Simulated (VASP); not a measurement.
Crystal: CsCl.

```
Cs Cl
1.0
     4.14068    0.00000    0.00000
     0.00000    4.14068    0.00000
     0.00000    0.00000    4.14068
Cs Cl
1 1
Cartesian
  0.0000 0.0000 0.0000
  2.0703 2.0703 2.0703
```

Program: VASP 6.6.1. Alike in all runs: task single point; no spin polarisation; cell as given; k mesh 4 × 4 × 4; smearing gaussian 0.01 eV.

Question: Order these runs on this cell by their band gap on the k mesh, lowest first.
A. level HSE06; potentials or basis VASP PAW PBE potentials, release 64 (Cs_sv, Cl); cutoff (eV) 400; grid for exact exchange (PRECFOCK) Normal; screening parameter 0.2079 1/Å
B. level PBE; potentials or basis VASP PAW PBE potentials, release 64 (Cs_sv, Cl); cutoff (eV) 500
C. level r2SCAN; potentials or basis VASP PAW PBE potentials, release 64 (Cs_sv, Cl); cutoff (eV) 550
D. level LDA; potentials or basis VASP PAW LDA potentials, release 64 (Cs_sv, Cl); cutoff (eV) 500

Answer: D (4.79 eV), B (5.20 eV), C (5.91 eV), A (6.51 eV).

Caveats: spin-orbit coupling is left out, which moves the levels of the heavy elements.

A k mesh can miss the band edges.
